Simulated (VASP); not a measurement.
CdSe, 2 atoms in the cell. The structure is trigonal, space group R3m (No. 160). The conventional cell has a = 4.295 Å, b = 4.295 Å, c = 10.719 Å, α = 90.00°, β = 90.00°, γ = 120.00°. Within 3.5 Å of Cd (site symmetry 3m) lie 4 Se at 2.65 Å. Se (site symmetry 3m) has 4 Cd at 2.65 Å within 3.5 Å.  This cell differs from its parent crystal: epitaxial 111 strain -1.0%.

```yaml
Program: VASP 6.6.1
Task: single point
Functional: PBE
Potentials_or_basis: VASP PAW PBE potentials, release 64 (Cd, Se)
Cutoff: 520 eV
k_mesh: 4 × 4 × 4
Occupations: gaussian, width 0.01 eV
Spin: no spin polarisation
Dipole_correction: no
Further_INCAR_settings: ALGO = Normal; EDIFF = 1e-06; NBANDS = 16
```

Potentials or basis: VASP PAW PBE potentials, release 64 (Cd, Se).

Run with:

```console
$ cat potpaw_PBE.64/Cd/POTCAR potpaw_PBE.64/Se/POTCAR > POTCAR
$ mpirun -np 1 vasp_std > vasp.out
```

Hardware: 1 thread of Intel(R) Xeon(R) Platinum 8488C (Sapphire Rapids), with other jobs on the host.

**Question.** How long does it take, and how much memory?

**Answer.** Run time: 9.5 s on 1 thread of Intel(R) Xeon(R) Platinum 8488C (Sapphire Rapids), with other jobs on the host, peak memory 0.18 GiB. Counts: scf iterations 12, k points 13.
